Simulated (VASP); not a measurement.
# BAs (F-43m) in VASP: further runs

The runs below take BAs through single point, with PBEsol, PBE+D4.

All numbers are computed with VASP 6.6.1; they aren't measurements. Logs are shortened: lines on timing, memory, paths and dates and some standing lists are left out, and cuts for length are marked.

**1. The cell of the first run**

The structure is cubic, space group F-43m (No. 216). The conventional cell has a = 4.768 Å, b = 4.768 Å, c = 4.768 Å, α = 90.00°, β = 90.00°, γ = 90.00°. B (site symmetry -43m) has 4 As at 2.06 Å within 2.7 Å. As (site symmetry -43m) has 4 B at 2.06 Å within 2.7 Å.

**2. Single point, PBEsol**

INCAR

```
SYSTEM = BAs
ALGO     = Normal         ! electronic algorithm
EDIFF    = 1E-6           ! SCF threshold, eV
ENCUT    = 500            ! plane-wave cutoff, eV
GGA      = PS             ! functional
GGA_COMPAT= .FALSE.      
ISIF     = 2              ! what is computed and relaxed
ISMEAR   = 1              ! smearing method
LASPH    = .TRUE.         ! aspherical terms in the spheres
LCHARG   = .TRUE.         ! write CHGCAR
LELF     = .TRUE.         ! ELF
LREAL    = .FALSE.        ! projectors in reciprocal space
LVHAR    = .TRUE.       
LWAVE    = .FALSE.        ! write WAVECAR
NBANDS   = 11             ! bands
NELM     = 120            ! most SCF steps
PREC     = Accurate       ! precision mode
SIGMA    = 0.02           ! smearing width, eV
```

KPOINTS

```
k-points
0
G
  8 8 8
  0 0 0
```

POSCAR

```
BAs
1.0
    0.0000000000      2.3839074356      2.3839074356
    2.3839074356      0.0000000000      2.3839074356
    2.3839074356      2.3839074356      0.0000000000
B As
1 1
Direct
    0.0000000000      0.0000000000      0.0000000000
    0.7500000000      0.7500000000      0.7500000000
```

Potentials or basis: VASP PAW PBE potentials, release 64 (B, As).

Started as:

```
> cat potpaw_PBE.64/B/POTCAR potpaw_PBE.64/As/POTCAR > POTCAR
> mpirun -np 1 vasp_std > vasp.out
```

OUTCAR:

```text
SYSTEM = BAs
   EDIFF = 1E-6
   ENCUT = 500
   GGA = PS
   ISIF = 2
   ISMEAR = 1
   LASPH = .TRUE.
   LREAL = .FALSE.
   NELM = 120
   PREC = Accurate

 ion  position               nearest neighbor table
   1  0.000  0.000  0.000-   2 2.06   2 2.06   2 2.06   2 2.06
   2  0.750  0.750  0.750-   1 2.06   1 2.06   1 2.06   1 2.06

  LATTYP: Found a face centered cubic cell.
 ALAT       =     4.7678148712

  Lattice vectors:

 A1 = (   0.0000000000,   2.3839074356,   2.3839074356)
 A2 = (   2.3839074356,   0.0000000000,   2.3839074356)
 A3 = (   2.3839074356,   2.3839074356,   0.0000000000)

Analysis of symmetry for initial positions (statically):
=====================================================================
 Subroutine PRICEL returns:
 Original cell was already a primitive cell.

 Routine SETGRP: Setting up the symmetry group for a
 face centered cubic supercell.

 Subroutine GETGRP returns: Found 24 space group operations
 (whereof 24 operations were pure point group operations)
 out of a pool of 48 trial point group operations.

The static configuration has the point symmetry T_d .

Analysis of symmetry for dynamics (positions and initial velocities):
=====================================================================
 Subroutine PRICEL returns:
 Original cell was already a primitive cell.

 Routine SETGRP: Setting up the symmetry group for a
 face centered cubic supercell.

 Subroutine GETGRP returns: Found 24 space group operations
 (whereof 24 operations were pure point group operations)
 out of a pool of 48 trial point group operations.

The dynamic configuration has the point symmetry T_d .

 Subroutine INISYM returns: Found 24 space group operations
 (whereof 24 operations are pure point group operations),
 and found     1 'primitive' translations

----------------------------------------------------------------------------------------

                                     Primitive cell

  volume of cell :      27.0956

  direct lattice vectors                    reciprocal lattice vectors
     0.000000000  2.383907436  2.383907436    -0.209739687  0.209739687  0.209739687
     2.383907436  0.000000000  2.383907436     0.209739687 -0.209739687  0.209739687
     2.383907436  2.383907436  0.000000000     0.209739687  0.209739687 -0.209739687

  length of vectors
     3.371354227  3.371354227  3.371354227     0.363279795  0.363279795  0.363279795

  position of ions in fractional coordinates (direct lattice)
     0.000000000  0.000000000  0.000000000
     0.750000000  0.750000000  0.750000000

  ion indices of the primitive-cell ions
   primitive index   ion index
                 1           1
                 2           2

----------------------------------------------------------------------------------------

 KPOINTS: k-points

Automatic generation of k-mesh.
 Grid dimensions read from file:
 generate k-points for:    8    8    8

 Generating k-lattice:

  Cartesian coordinates                     Fractional coordinates (reciprocal lattice)
    -0.026217461  0.026217461  0.026217461     0.125000000  0.000000000  0.000000000
     0.026217461 -0.026217461  0.026217461     0.000000000  0.125000000  0.000000000
     0.026217461  0.026217461 -0.026217461     0.000000000  0.000000000  0.125000000

  Length of vectors
     0.045409974  0.045409974  0.045409974

  Shift w.r.t. Gamma in fractional coordinates (k-lattice)
     0.000000000  0.000000000  0.000000000

 Subroutine IBZKPT returns following result:
 ===========================================

 Found     29 irreducible k-points:

 Following reciprocal coordinates:
            Coordinates               Weight
  0.000000  0.000000  0.000000      1.000000
  0.125000  0.000000  0.000000      8.000000
  0.250000  0.000000  0.000000      8.000000
  0.375000  0.000000  0.000000      8.000000
  0.500000  0.000000  0.000000      4.000000
  0.125000  0.125000  0.000000      6.000000
[... 16 lines left out ...]
  0.500000  0.250000  0.125000     48.000000
 -0.375000  0.250000  0.125000     24.000000
 [... further k-points ...]
   k-points           NKPTS =     29   k-points in BZ     NKDIM =     29   number of bands    NBANDS=     11
   number of dos      NEDOS =    301   number of ions     NIONS =      2
   total plane-waves  NPLWV =  21952
   dimension x,y,z NGX =    28 NGY =   28 NGZ =   28
   dimension x,y,z NGXF=    56 NGYF=   56 NGZF=   56
   ions per type =               1   1
   NGX,Y,Z   is equivalent  to a cutoff of  13.81, 13.81, 13.81 a.u.
   NGXF,Y,Z  is equivalent  to a cutoff of  27.61, 27.61, 27.61 a.u.
 SYSTEM =  BAs
   PREC   = accura    normal or accurate (medium, high low for compatibility)
   ISTART =      0    job   : 0-new  1-cont  2-samecut
   ICHARG =      2    charge: 1-file 2-atom 10-const
   ISPIN  =      1    spin polarized calculation?
   LNONCOLLINEAR =      F non collinear calculations
   LSORBIT =      F    spin-orbit coupling
   LASPH  =      T    aspherical Exc in radial PAW
   ENCUT  =  500.0 eV  36.75 Ry    6.06 a.u.   6.15  6.15  6.15*2*pi/ulx,y,z
   NELM   =    120;   NELMIN=  2; NELMDL= -5     # of ELM steps
   EDIFF  = 0.1E-05   stopping-criterion for ELM
   LREAL  =      F    real-space projection
   EDIFFG = 0.1E-04   stopping-criterion for IOM
   NSW    =      0    number of steps for IOM
   IBRION =     -1    ionic relax: 0-MD 1-quasi-New 2-CG
   NFREE  =      0    steps in history (QN), initial steepest desc. (CG)
   ISIF   =      2    stress and relaxation
   ISYM   =      2    0-nonsym 1-usesym 2-fastsym
   POTIM  = 0.5000    time-step for ionic-motion
   TEBEG  =    0.0;   TEEND  =   0.0 temperature during run
   PSTRESS=    0.0 pullay stress
   NELECT =       8.0000    total number of electrons
   NUPDOWN=      -1.0000    fix difference up-down
   EMIN   =  10.00;   EMAX   =-10.00  energy-range for DOS
   EFERMI =   0.00;   METHOD = LEGACY
   ISMEAR =     1;   SIGMA  =   0.02  broadening in eV -4-tet -1-fermi 0-gaus
   EFERMI_NEDOS =   21; number of points for ismear=-14 and -15
   IALGO  =     38    algorithm
   IMIX   =      4    mixing-type and parameters
     AMIX     =   0.40;   BMIX     =  1.00
     AMIX_MAG =   1.60;   BMIX_MAG =  1.00
  volume/ion in A,a.u.               =      13.55        91.42
  Fermi-wavevector in a.u.,A,eV,Ry     =   1.090114  2.060018 16.168477  1.188350
  Thomas-Fermi vector in A             =   2.226332
   LORBIT       =      0    0 simple, 1 ext, 2 COOP (PROOUT), +10 PAW based schemes
   GGA     = PS    functional components
   LHFCALC =     F    Hartree Fock is set to
   AEXX    =    0.0000 exact exchange contribution
   IVDW    =     0    specifies the selected vdW correction
   LEPSILON=     F    determine dielectric tensor
   LRPA    =     F    only Hartree local field effects (RPA)
 non-spin polarized calculation
 Methfessel and Paxton  Order N= 1 SIGMA  =   0.02
  energy-cutoff  :      500.00
  volume of cell :       27.10
 maximum number of plane-waves:       701
 NGX is ok and might be reduce to    28
   NGX = 13   NGY = 13   NGZ = 13

 number of electron       8.0000000 magnetization

 Free energy of the ion-electron system (eV)
  ---------------------------------------------------
  ext. energy  EPLUGINS =         0.00000000
  ---------------------------------------------------
  free energy    TOTEN  =       -12.20079089 eV

  energy without entropy =      -12.20079769  energy(sigma->0) =      -12.20079316

 E-fermi :   6.1257     XC(G=0): -10.7552

 val. band max:        6.1088346007   @ k =   0.0000   0.0000   0.0000
 cond. band min:       7.1953229609   @ k =   0.3750   0.3750   0.0000
 fundamental gap:      1.0864883602
 Fermi energy:         6.1256722167

 k-point     1 :       0.0000    0.0000    0.0000
  band No.  band energies     occupation
      1      -9.3815      2.00000
      2       6.1088      2.00000
      3       6.1088      2.00000
      4       6.1088      2.00000
      5       9.3554      0.00000
      6       9.3554      0.00000
      7       9.3554      0.00000
      8      10.8640      0.00000
      9      15.4833      0.00000
     10      19.0627      0.00000
     11      19.0627      0.00000

 k-point     2 :       0.1250    0.0000    0.0000
  band No.  band energies     occupation
      1      -9.1235      2.00000
      2       4.1248      2.00000
      3       5.6634      2.00000
      4       5.6634      2.00000
      5       9.4866      0.00000
      6       9.9400      0.00000
      7       9.9400      0.00000
      8      12.1121      0.00000
      9      16.4550      0.00000
     10      17.6643      0.00000
     11      17.6643      0.00000

 k-point     3 :       0.2500    0.0000    0.0000
  band No.  band energies     occupation
      1      -8.3718      2.00000
      2       1.1247      2.00000
      3       4.9456      2.00000
      4       4.9456      2.00000
      5       9.1645      0.00000
      6      10.7374      0.00000
      7      10.7374      0.00000
      8      13.9955      0.00000
      9      17.2287      0.00000
     10      17.2730      0.00000
     11      17.2730      0.00000

 k-point     4 :       0.3750    0.0000    0.0000
  band No.  band energies     occupation
      1      -7.2525      2.00000
      2      -1.4804      2.00000
      3       4.4431      2.00000
      4       4.4431      2.00000
      5       8.8916      0.00000
      6      10.8987      0.00000
      7      10.8987      0.00000
      8      14.8257      0.00000
      9      17.8025      0.00000
     10      18.7506      0.00000
     11      18.7506      0.00000
[... 239 lines left out ...]
 k-point    22 :       0.3750    0.2500    0.1250
  band No.  band energies     occupation
      1      -7.7143      2.00000
      2       0.8869      2.00000
      3       2.3347      2.00000
      4       4.0616      2.00000
      5       9.2808      0.00000
      6      11.3371      0.00000
      7      11.9593      0.00000
      8      13.2931      0.00000
      9      16.8078      0.00000
     10      19.3482      0.00000
     11      20.2572      0.00000

 k-point    23 :       0.5000    0.2500    0.1250
  band No.  band energies     occupation
      1      -6.6340      2.00000
      2      -1.1036      2.00000
      3       1.6140      2.00000
      4       3.3322      2.00000
      5       9.9039      0.00000
      6      11.1325      0.00000
      7      12.5940      0.00000
      8      14.1627      0.00000
      9      17.4686      0.00000
     10      19.3882      0.00000
     11      21.5423      0.00000

 k-point    24 :      -0.3750    0.2500    0.1250
  band No.  band energies     occupation
      1      -5.8987      2.00000
      2      -2.2483      2.00000
      3       1.4958      2.00000
      4       2.9895      2.00000
      5      10.0208      0.00000
      6      10.8149      0.00000
      7      13.5720      0.00000
      8      15.1142      0.00000
      9      16.3711      0.00000
     10      20.2601      0.00000
     11      21.2396      0.00000

 [... further k-points ...]
[... 5 lines left out ...]
  --------------------------------------------------------------------------------------
  -------------------------------------------------------------------------------------
  Total        0.1498451      0.1498451      0.1498451     -0.0000000      0.0000000      0.0000000
  in kB        8.8604336      8.8604336      8.8604336     -0.0000000      0.0000000      0.0000000
  external PRESSURE =       8.8604336 kB  Pullay stress =       0.0000000 kB

 VOLUME and BASIS-vectors are now :
 -----------------------------------------------------------------------------
  energy-cutoff  :      500.00
  volume of cell :       27.10
      direct lattice vectors                 reciprocal lattice vectors
     0.000000000  2.383907436  2.383907436    -0.209739687  0.209739687  0.209739687
     2.383907436  0.000000000  2.383907436     0.209739687 -0.209739687  0.209739687
     2.383907436  2.383907436  0.000000000     0.209739687  0.209739687 -0.209739687

 POSITION                                       TOTAL-FORCE (eV/Angst)
 -----------------------------------------------------------------------------------
      0.00000      0.00000      0.00000        -0.000000     -0.000000     -0.000000
      3.57586      3.57586      3.57586         0.000000      0.000000      0.000000
 -----------------------------------------------------------------------------------
    total drift:                                0.000000      0.000000      0.000000

  FREE ENERGIE OF THE ION-ELECTRON SYSTEM (eV)
  ---------------------------------------------------
  free  energy   TOTEN  =       -12.2007908918 eV

  energy  without entropy=      -12.2007976863  energy(sigma->0) =      -12.20079316
```

It took 9 s on 1 thread of Intel Xeon Platinum 8375C at 2.90GHz (Ice Lake), shared host; peak memory 0.16 GiB.

What came out:

```yaml
Free_energy: -12.2008 eV
Pressure: 0.9 GPa
Band_gap_on_the_k_mesh: 1.09 eV (least direct gap 3.25 eV)
```

Levels at points of the mesh, in eV from the valence-band top:
```
           k point  band 1  band 2  band 3  band 4  band 5  band 6  band 7  band 8  band 9
(0.00, 0.00, 0.00)  -15.49    0.00    0.00    0.00    3.25    3.25    3.25    4.76    9.37
(0.50, 0.00, 0.00)  -12.58   -8.88   -1.84   -1.84    2.69    4.73    4.73    8.72   12.60
(0.50, 0.50, 0.00)  -11.27   -8.57   -4.13   -4.13    1.31    1.33   11.40   11.40   12.83
```

Caveat: the PAW data sets were made with another functional, which shifts forces and pressure a little.

**3. Single point, PBE+D4**

This run uses another cell than the first one, of 13.46 Å³/atom.

INCAR

```
SYSTEM = BAs
PREC = Accurate
ENCUT = 500
EDIFF = 1E-6
ISMEAR = 1
SIGMA = 0.02
LREAL = .False.
LASPH = .True.
NELM = 120
ALGO = Normal
ISIF = 2
LWAVE = .False.
LCHARG = .False.
GGA = PE
IVDW = 13
NBANDS = 11
GGA_COMPAT = .False.
```

KPOINTS

```
regular mesh
0
Gamma
  8 8 8
  0 0 0
```

POSCAR

```
BAs
1.0
    0.0000000000      2.3789748269      2.3789748269
    2.3789748269      0.0000000000      2.3789748269
    2.3789748269      2.3789748269      0.0000000000
B As
1 1
Direct
    0.0000000000      0.0000000000      0.0000000000
    0.7500000000      0.7500000000      0.7500000000
```

Potentials or basis: VASP PAW PBE potentials, release 64 (B, As).

Started as:

```
> cat potpaw_PBE.64/B/POTCAR potpaw_PBE.64/As/POTCAR > POTCAR
> mpirun -np 1 vasp_std > vasp.out
```

Wall time 9 s (1 thread of Intel Xeon Platinum 8375C at 2.90GHz (Ice Lake), shared host); peak memory 0.15 GiB.

The run converged. Its results:

```yaml
Free_energy: -12.1555 eV
Pressure: 0.7 GPa
Band_gap_on_the_k_mesh: 1.18 eV (least direct gap 3.29 eV)
Dispersion_energy_per_atom: -0.380 eV
```

Levels at points of the mesh, in eV from the valence-band top:
```csv
k point,band 1,band 2,band 3,band 4,band 5,band 6,band 7,band 8
"(0.00, 0.00, 0.00)",-15.51,0.00,0.00,0.00,3.29,3.29,3.29,4.84
"(0.50, 0.00, 0.00)",-12.60,-8.88,-1.84,-1.84,2.76,4.79,4.79,8.89
"(0.50, 0.50, 0.00)",-11.26,-8.60,-4.13,-4.13,1.41,1.43,11.48,11.48
```

A k mesh can miss the band edges. A hybrid or GW would open this gap; PBE tends to underestimate it.
